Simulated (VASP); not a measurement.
# SiB4N (P-6m2) in VASP: further runs

SiB4N is run at these levels: PBE; tasks: single point, relaxation of cell and atoms.

All numbers are computed with VASP 6.6.1; they aren't measurements. Logs are shortened: lines on timing, memory, paths and dates and some standing lists are left out, and cuts for length are marked.

## Step 1: The cell of the first run

It takes space group P-6m2 (No. 187, hexagonal). Conventional cell: a = 4.906 Å, b = 4.906 Å, c = 2.769 Å, α = 90.00°, β = 90.00°, γ = 120.00°. Si (site symmetry -6m2) has 9 B at 2.27 to 2.83 Å and 2 Si at 2.77 Å and 3 N at 2.83 Å within 3.0 Å. B (site symmetry -6m2) has 6 B at 1.73 Å within 2.3 Å. Within 2.3 Å of B (site symmetry mm2) lie 4 B at 1.73 to 1.80 Å and 2 Si at 2.27 Å. Within 3.7 Å of N (site symmetry -6m2) lie 2 N at 2.77 Å and 3 Si at 2.83 Å and 15 B at 2.83 to 2.84 Å.

The cell was built from a structure type or drawn by symmetry, and may not be a known phase.

## Step 2: Single point, PBE, collinear spin, ferromagnetic start

Input file INCAR:

```
SYSTEM = SiB4N
  PREC = Accurate
  ENCUT = 520
  EDIFF = 1E-7
  ISMEAR = 0
  SIGMA = 0.1
  LREAL = .False.
  LASPH = .True.
  NELM = 150
  ALGO = Normal
  ISIF = 2
  LWAVE = .False.
  LCHARG = .True.
  ISPIN = 2
  MAGMOM = 0 0 0 0 0 1
  LORBIT = 11
  GGA = PE
  LELF = .True.
  LVHAR = .True.
  NBANDS = 24
```

Input file KPOINTS:

```
Automatic mesh
0
Gamma
  6 6 6
  0 0 0
```

Input file POSCAR:

```
SiB4N
1.0
    4.9061293247      0.0000000000      0.0000000000
   -2.4530646623      4.2488326294      0.0000000000
    0.0000000000      0.0000000000      2.7693299897
Si B N
1 4 1
Direct
    0.3333333333      0.6666666667      0.0000000000
    0.6666666667      0.3333333333      0.0000000000
   -0.0885659057      0.4557170471      0.5000000000
    0.5442829529      0.4557170471      0.5000000000
    0.5442829529      1.0885659057      0.5000000000
    0.0000000000      0.0000000000      0.0000000000
```

Potentials or basis: VASP PAW PBE potentials, release 64 (Si, B, N).

On the command line:

```
$ cat potpaw_PBE.64/Si/POTCAR potpaw_PBE.64/B/POTCAR potpaw_PBE.64/N/POTCAR > POTCAR
$ mpirun -np 1 vasp_std > vasp.out
```

OUTCAR:

```text
SYSTEM = SiB4N
   PREC = Accurate
   ENCUT = 520
   EDIFF = 1E-7
   ISMEAR = 0
   LREAL = .False.
   LASPH = .True.
   NELM = 150
   ISIF = 2
   ISPIN = 2
   LORBIT = 11
   GGA = PE

 ion  position               nearest neighbor table
   1  0.333  0.667  0.000-   5 2.27   5 2.27   3 2.27   3 2.27   4 2.27   4 2.27
   2  0.667  0.333  0.000-   5 1.73   5 1.73   4 1.73   4 1.73   3 1.73   3 1.73
   3  0.911  0.456  0.500-   2 1.73   2 1.73   5 1.80   4 1.80   1 2.27   1 2.27
   4  0.544  0.456  0.500-   2 1.73   2 1.73   5 1.80   3 1.80   1 2.27   1 2.27
   5  0.544  0.089  0.500-   2 1.73   2 1.73   4 1.80   3 1.80   1 2.27   1 2.27
   6  0.000  0.000  0.000-

  LATTYP: Found a hexagonal cell.
 ALAT       =     4.9061293247
 C/A-ratio  =     0.5644633083

  Lattice vectors:

 A1 = (   4.9061293247,   0.0000000000,   0.0000000000)
 A2 = (  -2.4530646623,   4.2488326294,   0.0000000000)
 A3 = (   0.0000000000,   0.0000000000,   2.7693299897)

Analysis of symmetry for initial positions (statically):
=====================================================================
 Subroutine PRICEL returns:
 Original cell was already a primitive cell.

 Routine SETGRP: Setting up the symmetry group for a
 hexagonal supercell.

 Subroutine GETGRP returns: Found 12 space group operations
 (whereof 12 operations were pure point group operations)
 out of a pool of 24 trial point group operations.

The static configuration has the point symmetry D_3h.

Analysis of symmetry for dynamics (positions and initial velocities):
=====================================================================
 Subroutine PRICEL returns:
 Original cell was already a primitive cell.

 Routine SETGRP: Setting up the symmetry group for a
 hexagonal supercell.

 Subroutine GETGRP returns: Found 12 space group operations
 (whereof 12 operations were pure point group operations)
 out of a pool of 24 trial point group operations.

The dynamic configuration has the point symmetry D_3h.

Analysis of structural, dynamic, and magnetic symmetry:
=====================================================================
 Subroutine PRICEL returns:
 Original cell was already a primitive cell.

 Routine SETGRP: Setting up the symmetry group for a
 hexagonal supercell.

 Subroutine GETGRP returns: Found 12 space group operations
 (whereof 12 operations were pure point group operations)
[... 141 lines left out ...]
 spin polarized calculation
 Gauss-broadening in eV      SIGMA  =   0.10
  energy-cutoff  :      520.00
  volume of cell :       57.73
 maximum number of plane-waves:      1580
   NGX = 19   NGY = 19   NGZ = 11

 number of electron      21.0000001 magnetization       2.6104009

 Free energy of the ion-electron system (eV)
  ---------------------------------------------------
  ext. energy  EPLUGINS =         0.00000000
  ---------------------------------------------------
  free energy    TOTEN  =       -31.33300179 eV

  energy without entropy =      -31.32215158  energy(sigma->0) =      -31.32757668

 E-fermi :   5.5785     XC(G=0): -11.0055

 val. band max:        5.5678924823   @ k =   0.3333   0.3333   0.1667
 cond. band min:       5.5962116885   @ k =   0.5000  -0.0000   0.3333
 fundamental gap:      0.0283192062
 Fermi energy:         5.5784812561

 spin component 1

 k-point     1 :       0.0000    0.0000    0.0000
  band No.  band energies     occupation
      1     -10.3695      1.00000
      2      -7.9416      1.00000
      3      -4.1770      1.00000
      4      -2.0302      1.00000
      5      -2.0302      1.00000
      6       0.1653      1.00000
[... 589 lines left out ...]
     21      16.3948      0.00000
     22      16.4967      0.00000

 [... further k-points ...]

 spin component 2

 k-point     1 :       0.0000    0.0000    0.0000
  band No.  band energies     occupation
      1      -9.7264      1.00000
      2      -5.5423      1.00000
      3      -3.5824      1.00000
      4      -1.8834      1.00000
      5      -1.8834      1.00000
      6       0.9682      1.00000
[... 589 lines left out ...]
     21      16.7794      0.00000
     22      16.8064      0.00000

 [... further k-points ...]

 [bands above 22 left out]

------------------------ aborting loop because EDIFF is reached ----------------------------------------

  FORCE on cell =-STRESS in cart. coord.  units (eV):
  Direction    XX          YY          ZZ          XY          YZ          ZX
  --------------------------------------------------------------------------------------
  -------------------------------------------------------------------------------------
  Total        0.0855135      0.0855135     -0.0496508      0.0000000      0.0000000      0.0000000
  in kB        2.3733503      2.3733503     -1.3780144      0.0000000      0.0000000      0.0000000
  external PRESSURE =       1.1228954 kB  Pullay stress =       0.0000000 kB

 VOLUME and BASIS-vectors are now :
 -----------------------------------------------------------------------------
  energy-cutoff  :      520.00
  volume of cell :       57.73
      direct lattice vectors                 reciprocal lattice vectors
     4.906129325  0.000000000  0.000000000     0.203826669  0.117679382  0.000000000
    -2.453064662  4.248832629  0.000000000     0.000000000  0.235358765  0.000000000
     0.000000000  0.000000000  2.769329990     0.000000000  0.000000000  0.361098173

 POSITION                                       TOTAL-FORCE (eV/Angst)
 -----------------------------------------------------------------------------------
     -0.00000      2.83256      0.00000         0.000000      0.000000      0.000000
      2.45306      1.41628      0.00000         0.000000      0.000000      0.000000
      3.35371      1.93627      1.38466         0.019598      0.011315     -0.000000
      1.55242      1.93627      1.38466        -0.019598      0.011315     -0.000000
      2.45306      0.37630      1.38466        -0.000000     -0.022630      0.000000
      0.00000      0.00000      0.00000         0.000000      0.000000      0.000000
 -----------------------------------------------------------------------------------
    total drift:                               -0.000000      0.000000     -0.000000

  FREE ENERGIE OF THE ION-ELECTRON SYSTEM (eV)
  ---------------------------------------------------
  free  energy   TOTEN  =       -31.3330017926 eV

  energy  without entropy=      -31.3221515767  energy(sigma->0) =      -31.32757668

 total charge

# of ion       s       p       d       tot
------------------------------------------
    1        0.778   0.703   0.000   1.481
    2        0.715   1.371   0.000   2.085
    3        0.713   1.163   0.000   1.875
    4        0.713   1.163   0.000   1.875
    5        0.713   1.163   0.000   1.875
    6        1.363   1.978   0.000   3.341
--------------------------------------------------
tot          4.993   7.539   0.000  12.532

 magnetization (x)

# of ion       s       p       d       tot
------------------------------------------
    1        0.014  -0.000   0.000   0.014
    2        0.004   0.048   0.000   0.052
    3        0.017   0.038   0.000   0.055
    4        0.017   0.038   0.000   0.055
    5        0.017   0.038   0.000   0.055
    6        0.037   1.563   0.000   1.600
--------------------------------------------------
tot          0.107   1.724   0.000   1.831
```

stdout:

```text
POSCAR found type information on POSCAR SiB N
 POSCAR found :  3 types and       6 ions
 scaLAPACK will be used
 LDA part: xc-table for (Slater+PW92), standard interpolation
 POSCAR, INCAR and KPOINTS ok, starting setup
 FFT: planning ... GRIDC
 FFT: planning ... GRID_SOFT
 FFT: planning ... GRID
 WAVECAR not read
 entering main loop
```

Run time: 32 s. Hardware: 1 thread of Intel Xeon 6975P-C (Granite Rapids), shared host; peak memory 0.23 GiB.

Results:

| Quantity | Value |
| --- | --- |
| Free energy | -31.3330 eV |
| Pressure | 0.1 GPa |
| Largest force | 0.023 eV/Å |
| Net moment | 2.61 μB per cell |
| Site moments | Si +0.01; B +0.05, +0.06 (each value once); N +1.60 μB |
| Valence electrons inside the program's atomic spheres | Si 1.48; B 2.08, 1.88 (each value once); N 3.34 |

Forces on the atoms (eV/Å):
```
Si   0.000  0.000  0.000
B    0.000  0.000  0.000
B    0.020  0.011  0.000
B   -0.020  0.011  0.000
B    0.000 -0.023  0.000
N    0.000  0.000  0.000
```

Stress tensor (GPa, compression positive):
```
 0.24  0.00  0.00
 0.00  0.24  0.00
 0.00  0.00 -0.14
```

Caveat: the k points lie up to 0.38 Å⁻¹ apart.

## Step 3: Relaxation of cell and atoms, PBE, collinear spin, ferromagnetic start

This run uses another cell than the first one, of 9.59 Å³/atom.

Input file INCAR:

```
PREC = Accurate
ENCUT = 600
EDIFF = 1E-6
ISMEAR = 0
SIGMA = 0.1
LREAL = False
LASPH = True
NELM = 150
ALGO = Normal
ISIF = 3
LWAVE = False
LCHARG = False
ISPIN = 2
MAGMOM = 0 0 0 0 0 1
LORBIT = 11
GGA = PE
IBRION = 2
NSW = 90
EDIFFG = -0.04
```

Input file KPOINTS:

```
regular mesh
0
Gamma
  6 6 6
```

Input file POSCAR:

```
SiB4N
1.0
    4.4315413000      0.0000000000      0.0000000000
   -2.2157706500      3.8378273500      0.0000000000
    0.0000000000      0.0000000000      3.3830064900
Si B N
1 4 1
Direct
    0.3333333300      0.6666666700      0.0000000000
    0.6666666700      0.3333333300      0.0000000000
    0.0090290000      0.5045145000      0.5000000000
    0.4954855000      0.5045145000      0.5000000000
    0.4954855000      0.9909710000      0.5000000000
    0.0000000000      0.0000000000      0.0000000000
```

Potentials or basis: VASP PAW PBE potentials, release 64 (Si, B, N).

On the command line:

```
$ cat potpaw_PBE.64/Si/POTCAR potpaw_PBE.64/B/POTCAR potpaw_PBE.64/N/POTCAR > POTCAR
$ mpirun -np 1 vasp_std > vasp.out
```

OUTCAR:

```text
PREC = Accurate
   ENCUT = 600
   EDIFF = 1E-6
   ISMEAR = 0
   LREAL = False
   LASPH = True
   NELM = 150
   ISIF = 3
   ISPIN = 2
   LORBIT = 11
   GGA = PE
   IBRION = 2
   NSW = 90
   EDIFFG = -0.04

 ion  position               nearest neighbor table
   1  0.333  0.667  0.000-   3 2.10   3 2.10   5 2.10   5 2.10   4 2.10   4 2.10   2 2.56   2 2.56
                             2 2.56
   2  0.667  0.333  0.000-   3 2.14   3 2.14   5 2.14   5 2.14   4 2.14   4 2.14   1 2.56   1 2.56
                             1 2.56
   3  0.009  0.505  0.500-   1 2.10   1 2.10   2 2.14   2 2.14   4 2.16   5 2.16
   4  0.495  0.505  0.500-   1 2.10   1 2.10   2 2.14   2 2.14   3 2.16   5 2.16
   5  0.495  0.991  0.500-   1 2.10   1 2.10   2 2.14   2 2.14   3 2.16   4 2.16
   6  0.000  0.000  0.000-

  LATTYP: Found a hexagonal cell.
 ALAT       =     4.4315413000
 C/A-ratio  =     0.7633927478

  Lattice vectors:

 A1 = (   4.4315413000,   0.0000000000,   0.0000000000)
 A2 = (  -2.2157706500,   3.8378273500,   0.0000000000)
 A3 = (   0.0000000000,   0.0000000000,   3.3830064900)

Analysis of symmetry for initial positions (statically):
=====================================================================
 Subroutine PRICEL returns:
 Original cell was already a primitive cell.

 Routine SETGRP: Setting up the symmetry group for a
 hexagonal supercell.

 Subroutine GETGRP returns: Found 12 space group operations
 (whereof 12 operations were pure point group operations)
 out of a pool of 24 trial point group operations.

The static configuration has the point symmetry D_3h.

Analysis of symmetry for dynamics (positions and initial velocities):
=====================================================================
 Subroutine PRICEL returns:
 Original cell was already a primitive cell.

 Routine SETGRP: Setting up the symmetry group for a
 hexagonal supercell.

 Subroutine GETGRP returns: Found 12 space group operations
 (whereof 12 operations were pure point group operations)
 out of a pool of 24 trial point group operations.

The dynamic configuration has the point symmetry D_3h.

Analysis of structural, dynamic, and magnetic symmetry:
=====================================================================
 Subroutine PRICEL returns:
 Original cell was already a primitive cell.

 Routine SETGRP: Setting up the symmetry group for a
 hexagonal supercell.

 Subroutine GETGRP returns: Found 12 space group operations
[... 281 lines left out ...]
--------------------------------------- Ionic step       13  -------------------------------------------

 number of electron      21.0000000 magnetization      -0.0001540

 number of electron      21.0000000 magnetization       0.0002371
[... 81 lines left out ...]
 number of electron      20.9999999 magnetization      -0.0000019

 number of electron      20.9999999 magnetization       0.0002205

 Free energy of the ion-electron system (eV)
  ---------------------------------------------------
  ext. energy  EPLUGINS =         0.00000000
  ---------------------------------------------------
  free energy    TOTEN  =       -31.00214335 eV

  energy without entropy =      -30.98412520  energy(sigma->0) =      -30.99313428

 E-fermi :   6.3887     XC(G=0): -11.4509

 val. band max:        6.3451953575   @ k =   0.3333   0.3333   0.0000
 cond. band min:       6.4024287878   @ k =   0.3333   0.1667   0.5000
 fundamental gap:      0.0572334303
 Fermi energy:         6.3887167595

 spin component 1

 k-point     1 :       0.0000    0.0000    0.0000
  band No.  band energies     occupation
      1      -9.7287      1.00000
      2      -5.9165      1.00000
      3      -3.2462      1.00000
      4      -1.1968      1.00000
      5      -1.1968      1.00000
      6       1.0871      1.00000
      7       1.0871      1.00000
      8       1.7383      1.00000
      9       7.1077      0.00000
     10       7.5896      0.00000
     11       7.5896      0.00000
     12      10.5808      0.00000
     13      10.5908      0.00000
     14      10.5908      0.00000
[... 403 lines left out ...]
      4      -1.4764      1.00000
      5      -0.6797      1.00000
      6       0.7666      1.00000
      7       2.0974      1.00000
      8       2.6444      1.00000
      9       4.9005      1.00000
     10       5.2175      1.00000
     11       5.5977      1.00000
     12       6.8808      0.00000
     13       6.9187      0.00000
     14       7.1555      0.00000
     15      10.1367      0.00000

 [... further k-points ...]

 spin component 2

 k-point     1 :       0.0000    0.0000    0.0000
  band No.  band energies     occupation
      1      -9.7287      1.00000
      2      -5.9163      1.00000
      3      -3.2462      1.00000
      4      -1.1968      1.00000
      5      -1.1968      1.00000
      6       1.0872      1.00000
      7       1.0872      1.00000
      8       1.7383      1.00000
      9       7.1078      0.00000
     10       7.5899      0.00000
     11       7.5899      0.00000
     12      10.5808      0.00000
     13      10.5909      0.00000
     14      10.5909      0.00000
[... 448 lines left out ...]
  FREE ENERGIE OF THE ION-ELECTRON SYSTEM (eV)
  ---------------------------------------------------
  free  energy   TOTEN  =       -31.0021433478 eV

  energy  without entropy=      -30.9841252038  energy(sigma->0) =      -30.99313428

 reached required accuracy - stopping structural energy minimisation

 total charge

# of ion       s       p       d       tot
------------------------------------------
    1        0.746   0.755   0.000   1.501
    2        0.701   1.291   0.000   1.992
    3        0.736   1.151   0.000   1.887
    4        0.736   1.151   0.000   1.887
    5        0.736   1.151   0.000   1.887
    6        1.370   1.950   0.000   3.320
--------------------------------------------------
tot          5.025   7.449   0.000  12.474

 magnetization (x)

# of ion       s       p       d       tot
------------------------------------------
    1       -0.000  -0.000   0.000  -0.000
    2        0.000   0.000   0.000   0.000
    3        0.000   0.000   0.000   0.000
    4        0.000   0.000   0.000   0.000
    5        0.000   0.000   0.000   0.000
    6        0.000   0.000   0.000   0.000
--------------------------------------------------
tot          0.000   0.000   0.000   0.000
```

OSZICAR:

```text
N       E                     dE             d eps       ncg     rms          rms(c)
DAV:   1     0.502157403930E+02    0.50216E+02   -0.10570E+04  1680   0.142E+03
DAV:   2    -0.251195022867E+02   -0.75335E+02   -0.73010E+02  2224   0.212E+02
[... 174 lines left out ...]
DAV:   2    -0.310579382937E+02   -0.32152E-01   -0.63728E-01  2222   0.347E+00    0.189E+00
DAV:   3    -0.310029395189E+02    0.54999E-01   -0.34876E-01  2086   0.226E+00    0.272E-01
DAV:   4    -0.310021695565E+02    0.76996E-03   -0.13114E-02  1876   0.795E-01    0.829E-02
DAV:   5    -0.310021447150E+02    0.24842E-04   -0.51410E-04  2009   0.170E-01    0.407E-02
DAV:   6    -0.310021424008E+02    0.23142E-05   -0.34600E-05  2093   0.421E-02    0.157E-02
DAV:   7    -0.310021433478E+02   -0.94707E-06   -0.35966E-06  1941   0.141E-02
  15 F= -.31002143E+02 E0= -.30993134E+02  d E =-.112882E-01  mag=     0.0004
```

It took 4 min on 1 thread of Intel Xeon 6975P-C (Granite Rapids), shared host; peak memory 0.24 GiB.

What came out:

```yaml
Free_energy: -31.0021 eV
Relaxed_volume: 8.91 Å³/atom
Relaxed_cell: a = 4.664 Å, b = 4.664 Å, c = 2.839 Å, α = 90.00°, β = 90.00°, γ = 120.00°
Space_group_after_relaxing_to_0.1_Å: P-6m2 (No. 187)
Energy_gained_by_relaxing: 318.0 meV/atom
Ionic_steps: 15
Pressure_after_relaxing: -0.5 GPa
Largest_force_after_relaxing: 0.004 eV/Å
Net_moment: 0.00 μB per cell
Valence_electrons_inside_the_program's_atomic_spheres: Si 1.50; B 1.99, 1.89 (each value once); N 3.32
```

Forces in eV/Å, atoms in the order of the input:
```
Si   0.000  0.000  0.000
B    0.000  0.000  0.000
B   -0.003 -0.002  0.000
B    0.003 -0.002  0.000
B    0.000  0.004  0.000
N    0.000  0.000  0.000
```

Stress tensor (GPa, compression positive):
```
-0.42  0.00  0.00
 0.00 -0.42  0.00
 0.00  0.00 -0.58
```

Step by step:
| step | energy change (eV) | largest force (eV/Å) | pressure (GPa) | volume (Å³) |
| --- | --- | --- | --- | --- |
| 1 | 0.0000 | 0.9442 | -18.46 | 57.54 |
| 2 | -0.7244 | 1.5816 | 1.07 | 48.82 |
| 3 | -0.7314 | 1.6441 | 4.44 | 47.93 |
| 4 | -1.0908 | 0.7560 | 9.76 | 46.00 |
| 5 | -1.0981 | 0.4260 | 11.58 | 45.66 |
| 6 | -1.2266 | 0.0135 | -1.59 | 49.19 |
| 7 | -1.2284 | 0.0331 | -0.36 | 48.78 |
| 8 | -1.3147 | 0.2052 | -0.91 | 49.38 |
| 9 | -1.6180 | 0.6298 | -1.32 | 50.99 |
| 10 | -1.8240 | 0.3355 | 2.27 | 53.33 |
| 11 | -1.8843 | 0.6021 | 0.79 | 52.65 |
| 12 | -1.8851 | 0.5380 | 1.09 | 52.83 |
| 13 | -1.8321 | 0.8368 | 0.15 | 54.66 |
| 14 | -1.8965 | 0.1378 | 0.61 | 53.36 |
| 15 | -1.9078 | 0.0040 | -0.47 | 53.49 |

Final structure:
```cif
data_structure
_symmetry_space_group_name_H-M 'P 1'
_symmetry_Int_Tables_number 1
_cell_length_a 4.6645
_cell_length_b 4.6645
_cell_length_c 2.8386
_cell_angle_alpha 90.000
_cell_angle_beta 90.000
_cell_angle_gamma 120.000
_cell_volume 53.49
loop_
_atom_site_label
_atom_site_type_symbol
_atom_site_fract_x
_atom_site_fract_y
_atom_site_fract_z
_atom_site_occupancy
Si1 Si 0.33333 0.66667 0.00000 1
B1 B 0.66667 0.33333 0.00000 1
B2 B 0.92231 0.46116 0.50000 1
B3 B 0.53884 0.46116 0.50000 1
B4 B 0.53884 0.07769 0.50000 1
N1 N 0.00000 0.00000 0.00000 1
```

Caveat: a cell axis changed by over 15 % at a fixed basis, so the end point is rough.
